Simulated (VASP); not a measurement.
A run of VASP 6.6.1 is set up as follows.

Contents of POSCAR:

```
Hf
1.0
    0.0000000000      2.2394800180      2.2394800180
    2.2394800180      0.0000000000      2.2394800180
    2.2394800180      2.2394800180      0.0000000000
Hf
1
Direct
    0.0000000000      0.0000000000      0.0000000000
```

INCAR.step1

```
SYSTEM = Hf
PREC = Accurate
ENCUT = 520
ISMEAR = -1
SIGMA = 0.1
LREAL = .FALSE.
LASPH = .TRUE.
NELM = 60
NBANDS = 11
GGA = PE
ALGO = Normal
EDIFF = 1E-4
LWAVE = .TRUE.
LCHARG = .FALSE.
```

File INCAR.step2:

```
SYSTEM = Hf
PREC = Accurate
ENCUT = 520
EDIFF = 1E-6
ISMEAR = -1
SIGMA = 0.1
LREAL = .FALSE.
LASPH = .TRUE.
NELM = 60
ALGO = Normal
ISIF = 2
LWAVE = .FALSE.
LCHARG = .FALSE.
METAGGA = R2SCAN
LMIXTAU = .TRUE.
NBANDS = 11
ISTART = 1
```

File KPOINTS:

```
regular mesh
0
G
  14 14 14
  0 0 0
```

Potentials or basis: VASP PAW PBE potentials, release 64 (Hf_pv).

The run is started by

```console
$ cat potpaw_PBE.64/Hf_pv/POTCAR > POTCAR
$ cp INCAR.step1 INCAR
$ mpirun -np 1 vasp_std > vasp.out
$ cp INCAR.step2 INCAR
$ mpirun -np 1 vasp_std > vasp.out
```

What does it give for the pressure?

-0.5 GPa.

Estimate the band gap on the k mesh.

zero (band 5 reaches 6.18 eV, above the bottom of band 6 at 3.98 eV).

Caveat: the PAW data sets were made with another functional, which shifts forces and pressure a little; spin-orbit coupling is left out, which moves the levels of the heavy elements.
